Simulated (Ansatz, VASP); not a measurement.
One calculation of BN, two programs

Contents of POSCAR:

```
BN
1.0
    2.5009753125      0.0000000000      0.0000000000
   -1.2504876563      2.1659081548      0.0000000000
    0.0000000000      0.0000000000      6.8741616654
B N
2 2
Direct
    0.3333333333      0.6666666667      0.2500000000
    0.6666666667      0.3333333333      0.7500000000
    0.3064465584      0.7401227019      0.7500000000
    0.6666666667      0.3333333333      0.2500000000
```

The input INCAR.step1:

```
PREC     = Accurate       # precision mode
ENCUT    = 520            # plane-wave cutoff, eV
ISMEAR   = 0              # smearing method
SIGMA    = 0.05           # smearing width, eV
LREAL    = False          # projectors in reciprocal space
LASPH    = True           # aspherical terms in the spheres
NELM     = 100            # most SCF steps
NBANDS   = 16             # bands
GGA      = PE             # functional
ALGO     = Normal         # electronic algorithm
EDIFF    = 1E-4           # SCF threshold, eV
LWAVE    = True           # write WAVECAR
LCHARG   = False          # write CHGCAR
```

Contents of INCAR.step2:

```
PREC     = Accurate       # precision mode
ENCUT    = 520            # plane-wave cutoff, eV
EDIFF    = 1E-6           # SCF threshold, eV
ISMEAR   = 0              # smearing method
SIGMA    = 0.05           # smearing width, eV
LREAL    = False          # projectors in reciprocal space
LASPH    = True           # aspherical terms in the spheres
NELM     = 100            # most SCF steps
ALGO     = Normal         # electronic algorithm
ISIF     = 2              # what is computed and relaxed
LWAVE    = False          # write WAVECAR
LCHARG   = False          # write CHGCAR
METAGGA  = R2SCAN         # meta-GGA
LMIXTAU  = True         
NBANDS   = 16             # bands
ISTART   = 1
```

The input KPOINTS:

```
Automatic mesh
0
Gamma
  12 12 4
```

Input for Ansatz:

```yaml
crystal:
  lattice:
    - [2.5009753125, 0.0, 0.0]
    - [-1.2504876563, 2.1659081548, 0.0]
    - [0.0, 0.0, 6.8741616654]
  atoms:
    - { symbol: B, position: [0.3333333333, 0.6666666667, 0.25] }
    - { symbol: B, position: [0.6666666667, 0.3333333333, 0.75] }
    - { symbol: "N", position: [0.3064465584, 0.7401227019, 0.75] }
    - { symbol: "N", position: [0.6666666667, 0.3333333333, 0.25] }
basis:
  ecutwfc: 500
kpoints:
  mp_grid: { grid: [12, 12, 4] }
hamiltonian:
  xc: r2scan
scf:
  occupations: { method: gaussian, width: 0.05 }
output:
  forces: true
  stress: true
  eigenvalues: true
```

Alike in both runs: task single point; functional r2SCAN; k mesh 12 × 12 × 4; occupations gaussian, width 0.05 eV; no spin polarisation.

|  | VASP | Ansatz |
| --- | --- | --- |
| version | VASP 6.6.1 | Ansatz 0.2.0 |
| potentials or method | VASP PAW PBE potentials, release 64 (B, N), cutoff 520 eV | scalar-relativistic, plane waves, PAW |
| valence electrons in the cell | 16 | 16 |

```tsv
	VASP	Ansatz	Ansatz less VASP
gap on the k mesh at the Fermi level (eV)	3.18	3.14	-0.044
least direct gap on the mesh (eV)	4.14	4.14	+0.006
pressure (GPa)	8.2	7.9	-0.23
traceless stress, the component that is largest in VASP (GPa)	14.07	13.82	-0.244
rms of the force components (eV/Å)	3.085	3.106	+0.0207
```

VASP's potentials were made for PBE, not for r2SCAN. Atom by atom the forces differ by 0.022 eV/Å (rms over components).
